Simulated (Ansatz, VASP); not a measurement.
**One calculation of HfB, two programs**

The input INCAR:

```
ALGO = Normal ; EDIFF = 1E-7
ENCUT = 520 ; ISIF = 2
ISMEAR = -1 ; LASPH = True
LCHARG = False ; LREAL = False
LWAVE = False ; NBANDS = 14
NELM = 100 ; PREC = Accurate
SIGMA = 0.05
```

KPOINTS

```
k-points
0
Gamma
  15 15 15
```

Contents of POSCAR:

```
HfB
1.0
    0.0000000000      2.2628439111      2.2628439111
    2.2628439111      0.0000000000      2.2628439111
    2.2628439111      2.2628439111      0.0000000000
Hf B
1 1
Direct
    0.5000000000      0.5000000000      0.5000000000
    0.0000000000      0.0000000000      0.0000000000
```

Input for Ansatz:

```yaml
crystal:
  lattice:
    - [0.0, 2.2628439111, 2.2628439111]
    - [2.2628439111, 0.0, 2.2628439111]
    - [2.2628439111, 2.2628439111, 0.0]
  atoms:
    - { symbol: Hf, position: [0.5, 0.5, 0.5] }
    - { symbol: B, position: [0.0, 0.0, 0.0] }
kpoints:
  mp_grid: { grid: [15, 15, 15] }
  band_path:
    path:
      - [0.0, 0.0, 0.0]
      - [0.5, 0.0, 0.5]
      - [0.625, 0.25, 0.625]
      - [0.375, 0.375, 0.75]
      - [0.0, 0.0, 0.0]
      - [0.5, 0.5, 0.5]
      - [0.5, 0.25, 0.75]
      - [0.5, 0.0, 0.5]
    npoints: 5
scf:
  occupations: { method: fermi_dirac, width: 0.05 }
hamiltonian:
  xc: lda
  pseudopotentials: { kind: all_electron, lapw: { basis_error: 0.00025 } }
output:
  forces: true
  stress: true
  eigenvalues: true
```

Change from the starting cell: volume scaled by 0.94.

Alike in both runs: task single point; functional LDA; k mesh 15 × 15 × 15; occupations fermi-dirac, width 0.05 eV; no spin polarisation.

```csv
,VASP,Ansatz
version,VASP 6.6.1,Ansatz 0.2.0
potentials or method,"VASP PAW LDA potentials, release 64 (Hf_pv, B), cutoff 520 eV","all-electron LAPW, scalar-relativistic"
```

VASP gave:

| Property | Result |
| --- | --- |
| pressure (GPa) | 38.4 |

**Question.** Estimate Ansatz's values.

**Answer.** Pressure (GPa): 35.9.

LDA's correlation is that of Perdew and Zunger in VASP and of Perdew and Wang (1992) in Ansatz. Both programs put the cell under a high pressure, so it lies far from rest at this level. Ansatz ran all-electron here, and VASP with PAW potentials.

Spin-orbit coupling is off throughout.
